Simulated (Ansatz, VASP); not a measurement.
**Be3Au in VASP and in Ansatz**

```
CELL_PARAMETERS angstrom
-1.74508 1.74508 3.47629
1.74508 -1.74508 3.47629
1.74508 1.74508 -3.47629
ATOMIC_POSITIONS crystal
Be 0.50000 0.50000 0.00000
Be 0.25000 0.75000 0.50000
Be 0.75000 0.25000 0.50000
Au 0.00000 0.00000 0.00000
```

Alike in both runs: functional PBE; k mesh 8 × 8 × 8; occupations gaussian, width 0.1 eV; no spin polarisation.

Ansatz relaxed the structure, and its values are those at the end. VASP's run is a single point on that final structure, the one shown.

```csv
,VASP,Ansatz
version,VASP 6.6.1,Ansatz 0.2.0
potentials or method,"VASP PAW PBE potentials, release 64 (Be, Au), cutoff 520 eV","scalar-relativistic, plane waves, PAW"
valence electrons in the cell,17,25
```

VASP gave:

* gap on the k mesh at the Fermi level (eV): none
* pressure (GPa): -0.1

Task: Which values does Ansatz return?

Result: gap on the k mesh at the Fermi level (eV): none; pressure (GPa): 0.1.

A gap of «none» marks a metal or a gap that the smearing closes. The functional is the same, so the differences come from potentials, cutoffs and numerics. VASP's potentials hold 17 valence electrons a cell and Ansatz's 25, so a difference there can come from the potentials and not from the codes.

Spin-orbit coupling is off throughout.
